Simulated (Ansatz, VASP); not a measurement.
# One calculation of Ti2HC, two programs

The input INCAR:

```
PREC = Accurate
ENCUT = 520
EDIFF = 1E-6
ISMEAR = 0
SIGMA = 0.1
LREAL = False
LASPH = True
NELM = 100
ALGO = Normal
ISIF = 2
LWAVE = False
LCHARG = False
GGA = PS
NBANDS = 22
```

KPOINTS

```
Automatic mesh
0
Gamma
  15 15 15
```

The input POSCAR:

```
Ti2HC
1.0
    1.5479855736      0.8937298877      4.7220460771
   -1.5479855736      0.8937298877      4.7220460771
    0.0000000000     -1.7874597753      4.7220460771
Ti H C
2 1 1
Direct
    0.7708011706      0.7708011706      0.7708011706
    0.2291988294      0.2291988294      0.2291988294
    0.0000000000      0.0000000000      0.0000000000
    0.5000000000      0.5000000000      0.5000000000
```

Input for Ansatz:

```yaml
crystal:
  lattice:
    - [1.5479855736, 0.8937298877, 4.7220460771]
    - [-1.5479855736, 0.8937298877, 4.7220460771]
    - [0.0, -1.7874597753, 4.7220460771]
  atoms:
    - { symbol: Ti, position: [0.7708011706, 0.7708011706, 0.7708011706] }
    - { symbol: Ti, position: [0.2291988294, 0.2291988294, 0.2291988294] }
    - { symbol: H, position: [0.0, 0.0, 0.0] }
    - { symbol: C, position: [0.5, 0.5, 0.5] }
basis:
  ecutwfc: 420
kpoints:
  mp_grid: { grid: [15, 15, 15] }
hamiltonian:
  xc: pbesol
scf:
  occupations: { method: gaussian, width: 0.1 }
output:
  forces: true
  stress: true
  eigenvalues: true
```

Alike in both runs: task single point; functional PBEsol; k mesh 15 × 15 × 15; occupations gaussian, width 0.1 eV; no spin polarisation.

```csv
,VASP,Ansatz
version,VASP 6.6.1,Ansatz 0.2.0
potentials or method,"VASP PAW PBE potentials, release 64 (Ti_sv, H, C), cutoff 520 eV","scalar-relativistic, plane waves, PAW"
valence electrons in the cell,29,29
```

VASP gave:

- gap on the k mesh at the Fermi level (eV): none
- pressure (GPa): 25.6
- traceless stress, the component that is largest in VASP (GPa): 4.43
- rms of the force components (eV/Å): 2.548

**Question.** What did Ansatz give for the same quantities?

**Answer.** gap on the k mesh at the Fermi level (eV): none; pressure (GPa): 25.5; traceless stress, the component that is largest in VASP (GPa): 4.55; rms of the force components (eV/Å): 2.543.

VASP's potentials were made for PBE, not for PBEsol. Atom by atom the forces differ by 0.004 eV/Å (rms over components). A gap of «none» marks a metal or a gap that the smearing closes. The functional is the same, so the differences come from potentials, cutoffs and numerics.
